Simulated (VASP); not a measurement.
# ZnS (Pmm2) in VASP: further runs

ZnS is run at these levels: r2SCAN; tasks: single point.

Everything below comes from runs of VASP 6.6.1. Logs are shortened: lines on timing, memory, paths and dates and some standing lists are left out, and cuts for length are marked.

## Step 1: The cell of the first run

Symmetry: Pmm2, No. 25, orthorhombic system. Conventional cell: a = 3.825 Å, b = 3.825 Å, c = 11.569 Å, α = 90.00°, β = 90.00°, γ = 90.00°. Zn (site symmetry mm2) has 4 S at 2.34 to 2.84 Å within 3.1 Å. Within 3.1 Å of Zn (site symmetry mm2) lie 4 S at 2.34 Å. Zn (site symmetry mm2) has 4 S at 2.34 Å within 3.1 Å. Zn (site symmetry mm2) has 4 S at 2.34 Å within 3.1 Å. S (site symmetry mm2) has 4 Zn at 2.34 Å within 3.1 Å. Within 3.1 Å of S (site symmetry mm2) lie 4 Zn at 2.34 Å. S (site symmetry mm2) has 4 Zn at 2.34 Å within 3.1 Å. Within 3.1 Å of S (site symmetry mm2) lie 4 Zn at 2.34 to 2.84 Å.

## Step 2: Single point, r2SCAN (the distance across one plane changed)

POSCAR reads:

```
ZnS
1.0
   -2.7046500000     -2.7046500000      0.0000000000
    2.7046500000     -2.7046500000      0.0000000000
    0.0000000000      0.0000000000     11.5686000000
Zn S
4 4
Direct
    0.0000000000      0.0000000000      0.8767212541
    0.5000000000      0.5000000000      0.1753442508
    0.0000000000      0.0000000000      0.4091365852
    0.5000000000      0.5000000000      0.6429289197
    0.5000000000      0.0000000000      0.2922404180
    0.0000000000      0.5000000000      0.5260327525
    0.5000000000      0.0000000000      0.7598250869
    0.0000000000      0.5000000000      0.0584480836
```

INCAR.step1 reads:

```
  PREC = Accurate
  ENCUT = 520
  ISMEAR = 0
  SIGMA = 0.05
  LREAL = False
  LASPH = True
  NELM = 80
  NBANDS = 46
  GGA = PE
  ALGO = Normal
  EDIFF = 1E-4
  LWAVE = True
  LCHARG = False
```

INCAR.step2 reads:

```
  PREC = Accurate
  ENCUT = 520
  EDIFF = 1E-7
  ISMEAR = 0
  SIGMA = 0.05
  LREAL = False
  LASPH = True
  NELM = 80
  ALGO = Normal
  ISIF = 2
  LWAVE = False
  LCHARG = False
  METAGGA = R2SCAN
  LMIXTAU = True
  NBANDS = 46
  ISTART = 1
```

KPOINTS reads:

```
Automatic mesh
0
Gamma
  6 6 2
```

Potentials or basis: VASP PAW PBE potentials, release 64 (Zn, S).

Started as:

```
$ cat potpaw_PBE.64/Zn/POTCAR potpaw_PBE.64/S/POTCAR > POTCAR
$ cp INCAR.step1 INCAR
$ mpirun -np 1 vasp_std > vasp.out
$ cp INCAR.step2 INCAR
$ mpirun -np 1 vasp_std > vasp.out
```

OUTCAR:

```text
PREC = Accurate
   ENCUT = 520
   EDIFF = 1E-7
   ISMEAR = 0
   LREAL = False
   LASPH = True
   NELM = 80
   ISIF = 2
   METAGGA = R2SCAN
   ISTART = 1

 ion  position               nearest neighbor table
   1  0.000  0.000  0.877-   7 2.34   7 2.34   8 2.84   8 2.84
   2  0.500  0.500  0.175-   5 2.34   5 2.34   8 2.34   8 2.34
   3  0.000  0.000  0.409-   5 2.34   5 2.34   6 2.34   6 2.34
   4  0.500  0.500  0.643-   6 2.34   6 2.34   7 2.34   7 2.34
   5  0.500  0.000  0.292-   2 2.34   2 2.34   3 2.34   3 2.34
   6  0.000  0.500  0.526-   4 2.34   4 2.34   3 2.34   3 2.34
   7  0.500  0.000  0.760-   1 2.34   1 2.34   4 2.34   4 2.34
   8  0.000  0.500  0.058-   2 2.34   2 2.34   1 2.84   1 2.84

  LATTYP: Found a simple tetragonal cell.
 ALAT       =     3.8249527115
 C/A-ratio  =     3.0245079803

  Lattice vectors:

 A1 = (  -2.7046500000,  -2.7046500000,   0.0000000000)
 A2 = (   2.7046500000,  -2.7046500000,   0.0000000000)
 A3 = (   0.0000000000,   0.0000000000,  11.5686000000)

Analysis of symmetry for initial positions (statically):
=====================================================================
 Subroutine PRICEL returns:
 Original cell was already a primitive cell.

 Routine SETGRP: Setting up the symmetry group for a
 simple tetragonal supercell.

 Subroutine GETGRP returns: Found  4 space group operations
 (whereof  4 operations were pure point group operations)
 out of a pool of 16 trial point group operations.

The static configuration has the point symmetry C_2v.

Analysis of symmetry for dynamics (positions and initial velocities):
=====================================================================
 Subroutine PRICEL returns:
 Original cell was already a primitive cell.

 Routine SETGRP: Setting up the symmetry group for a
 simple tetragonal supercell.

 Subroutine GETGRP returns: Found  4 space group operations
 (whereof  4 operations were pure point group operations)
 out of a pool of 16 trial point group operations.

The dynamic configuration has the point symmetry C_2v.

 Subroutine INISYM returns: Found  4 space group operations
 (whereof  4 operations are pure point group operations),
 and found     1 'primitive' translations

[... 104 lines left out ...]
   ENCUT  =  520.0 eV  38.22 Ry    6.18 a.u.   7.11  7.11 21.51*2*pi/ulx,y,z
   NELM   =     80;   NELMIN=  2; NELMDL=  0     # of ELM steps
   EDIFF  = 0.1E-06   stopping-criterion for ELM
   LREAL  =      F    real-space projection
   EDIFFG = 0.1E-05   stopping-criterion for IOM
   NSW    =      0    number of steps for IOM
   IBRION =     -1    ionic relax: 0-MD 1-quasi-New 2-CG
   NFREE  =      0    steps in history (QN), initial steepest desc. (CG)
   ISIF   =      2    stress and relaxation
   ISYM   =      2    0-nonsym 1-usesym 2-fastsym
   POTIM  = 0.5000    time-step for ionic-motion
   TEBEG  =    0.0;   TEEND  =   0.0 temperature during run
   PSTRESS=    0.0 pullay stress
   NELECT =      72.0000    total number of electrons
   NUPDOWN=      -1.0000    fix difference up-down
   EMIN   =  10.00;   EMAX   =-10.00  energy-range for DOS
   EFERMI =   0.00;   METHOD = LEGACY
   ISMEAR =     0;   SIGMA  =   0.05  broadening in eV -4-tet -1-fermi 0-gaus
   EFERMI_NEDOS =   21; number of points for ismear=-14 and -15
   IALGO  =     38    algorithm
   IMIX   =      4    mixing-type and parameters
     AMIX     =   0.40;   BMIX     =  1.00
     AMIX_MAG =   1.60;   BMIX_MAG =  1.00
  volume/ion in A,a.u.               =      21.16       142.77
  Fermi-wavevector in a.u.,A,eV,Ry     =   1.231236  2.326699 20.625648  1.515942
  Thomas-Fermi vector in A             =   2.366054
   LORBIT       =      0    0 simple, 1 ext, 2 COOP (PROOUT), +10 PAW based schemes
   METAGGA = R2SCAN    functional components
   LHFCALC =     F    Hartree Fock is set to
   AEXX    =    0.0000 exact exchange contribution
   IVDW    =     0    specifies the selected vdW correction
   LEPSILON=     F    determine dielectric tensor
   LRPA    =     F    only Hartree local field effects (RPA)
 non-spin polarized calculation
 Gauss-broadening in eV      SIGMA  =   0.05
  energy-cutoff  :      520.00
  volume of cell :      169.25
 maximum number of plane-waves:      4592
   NGX = 15   NGY = 15   NGZ = 43

 number of electron      71.9999948 magnetization

 Free energy of the ion-electron system (eV)
  ---------------------------------------------------
  ext. energy  EPLUGINS =         0.00000000
  ---------------------------------------------------
  free energy    TOTEN  =       -74.31755107 eV

  energy without entropy =      -74.31755107  energy(sigma->0) =      -74.31755107

 E-fermi :   2.2780     XC(G=0):  -9.9265

 val. band max:        1.9905478044   @ k =   0.5000   0.0000   0.0000
 cond. band min:       3.2527237107   @ k =   0.0000   0.0000   0.0000
 fundamental gap:      1.2621759062
 Fermi energy:         2.2780374248

 k-point     1 :       0.0000    0.0000    0.0000
  band No.  band energies     occupation
      1     -12.6291      2.00000
      2     -11.9868      2.00000
      3     -11.3919      2.00000
      4     -10.2381      2.00000
      5      -5.6913      2.00000
      6      -5.5722      2.00000
[... 1165 lines left out ...]
     45       8.3619      0.00000
     46       8.5706      0.00000

 [... further k-points ...]
[... 5 lines left out ...]
  --------------------------------------------------------------------------------------
  -------------------------------------------------------------------------------------
  Total       -1.9830920     -1.9830920     -6.7020264     -0.3426113      0.0000000      0.0000000
  in kB      -18.7724302    -18.7724302    -63.4430084     -3.2432415      0.0000000      0.0000000
  external PRESSURE =     -33.6626229 kB  Pullay stress =       0.0000000 kB

 VOLUME and BASIS-vectors are now :
 -----------------------------------------------------------------------------
  energy-cutoff  :      520.00
  volume of cell :      169.25
      direct lattice vectors                 reciprocal lattice vectors
    -2.704650000 -2.704650000  0.000000000    -0.184866803 -0.184866803  0.000000000
     2.704650000 -2.704650000  0.000000000     0.184866803 -0.184866803  0.000000000
     0.000000000  0.000000000 11.568600000     0.000000000  0.000000000  0.086440883

 POSITION                                       TOTAL-FORCE (eV/Angst)
 -----------------------------------------------------------------------------------
      0.00000      0.00000     10.14244         0.000000      0.000000      1.817194
      0.00000     -2.70465      2.02849        -0.000000     -0.000000     -0.624086
      0.00000      0.00000      4.73314        -0.000000     -0.000000     -0.360838
      0.00000     -2.70465      7.43779        -0.000000     -0.000000     -0.363400
     -1.35232     -1.35232      3.38081        -0.000000     -0.000000      0.358547
      1.35232     -1.35232      6.08546        -0.000000     -0.000000      0.368239
     -1.35232     -1.35232      8.79011         0.000000      0.000000      0.645596
      1.35232     -1.35232      0.67616        -0.000000     -0.000000     -1.841252
 -----------------------------------------------------------------------------------
    total drift:                                0.000000     -0.000000      0.088021

  FREE ENERGIE OF THE ION-ELECTRON SYSTEM (eV)
  ---------------------------------------------------
  free  energy   TOTEN  =       -74.3175510739 eV

  energy  without entropy=      -74.3175510739  energy(sigma->0) =      -74.31755107
```

OSZICAR.step1:

```text
N       E                     dE             d eps       ncg     rms          rms(c)
DAV:   1     0.582024529914E+03    0.58202E+03   -0.32740E+04  2944   0.184E+03
DAV:   2     0.516406227500E+02   -0.53038E+03   -0.51017E+03  2960   0.428E+02
DAV:   3    -0.247107399783E+02   -0.76351E+02   -0.75167E+02  3248   0.151E+02
DAV:   4    -0.284415532504E+02   -0.37308E+01   -0.37136E+01  3578   0.335E+01
DAV:   5    -0.285018858911E+02   -0.60333E-01   -0.60306E-01  3460   0.428E+00    0.131E+01
DAV:   6    -0.264155895119E+02    0.20863E+01   -0.39761E+00  4478   0.434E+01    0.101E+01
DAV:   7    -0.264913119678E+02   -0.75722E-01   -0.44591E+00  3498   0.969E+00    0.431E+00
DAV:   8    -0.264326489902E+02    0.58663E-01   -0.59387E-01  3844   0.118E+01    0.119E+00
DAV:   9    -0.264301453195E+02    0.25037E-02   -0.92329E-02  3714   0.589E+00    0.404E-01
DAV:  10    -0.264317237282E+02   -0.15784E-02   -0.18950E-02  3520   0.162E+00    0.286E-01
DAV:  11    -0.264320991755E+02   -0.37545E-03   -0.23008E-03  3424   0.502E-01    0.167E-01
DAV:  12    -0.264323462515E+02   -0.24708E-03   -0.92451E-04  3358   0.376E-01    0.678E-02
DAV:  13    -0.264323190961E+02    0.27155E-04   -0.20913E-04  2448   0.216E-01
   1 F= -.26432319E+02 E0= -.26432319E+02  d E =-.749969E-15
```

It took 12 min on 1 thread of Intel Xeon Platinum 8259CL at 2.50GHz (Skylake/Cascade Lake), shared host; peak memory 0.39 GiB.

What came out:

| Property | Result |
| --- | --- |
| Free energy | -74.3176 eV |
| Pressure | -3.4 GPa |
| Largest force | 1.841 eV/Å |
| Band gap on the k mesh | 1.26 eV (least direct gap 1.31 eV) |

Forces in eV/Å, atoms in the order of the input:
```
Zn   0.000  0.000  1.817
Zn   0.000  0.000 -0.624
Zn   0.000  0.000 -0.361
Zn   0.000  0.000 -0.363
S    0.000  0.000  0.359
S    0.000  0.000  0.368
S    0.000  0.000  0.646
S    0.000  0.000 -1.841
```

Caveat: the cell differs from its parent crystal (the distance across one plane changed); the cell stands under tension; the PAW data sets were made with another functional, which shifts forces and pressure a little. A k mesh can miss the band edges.

(Part 1 of 2 ends here.)
